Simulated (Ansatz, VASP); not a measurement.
# Two plane-wave programs on InCo3Sn2

```
Co In Sn
1.0
     2.62968   -4.55473    0.00000
    -5.25935    0.00000    0.00000
     0.00000    0.00000   -8.39643
Co In Sn
6 2 4
Direct
  0.50000 0.00000 0.50000
  0.50000 0.00000 0.00000
  0.50000 0.50000 0.50000
  0.50000 0.50000 0.00000
  0.00000 0.50000 0.50000
  0.00000 0.50000 0.00000
  0.66667 0.33333 0.25000
  0.00000 0.00000 0.50000
  0.66667 0.33333 0.75000
  0.33333 0.66667 0.25000
  0.33333 0.66667 0.75000
  0.00000 0.00000 0.00000
```

Alike in both runs: task single point; functional PBEsol; k mesh 6 × 6 × 2; occupations gaussian, width 0.1 eV; no spin polarisation.

|  | VASP | Ansatz |
| --- | --- | --- |
| version | VASP 6.6.1 | Ansatz 0.2.0 |
| potentials or method | VASP PAW PBE potentials, release 64 (Co, In_d, Sn_d), cutoff 600 eV | scalar-relativistic, plane waves, PAW |
| valence electrons in the cell | 136 | 184 |

```csv
,VASP,Ansatz,Ansatz less VASP
gap on the k mesh at the Fermi level (eV),none,none,-
pressure (GPa),-2.6,-2.6,-0.02
rms of the force components (eV/Å),0.118,0.120,+0.0011
```

VASP's potentials were made for PBE, not for PBEsol. A gap of «none» marks a metal or a gap that the smearing closes. The functional is the same, so the differences come from potentials, cutoffs and numerics. VASP's potentials hold 136 valence electrons a cell and Ansatz's 184, so a difference there can come from the potentials and not from the codes.

The k mesh is coarse, so the values compare programs but aren't converged.
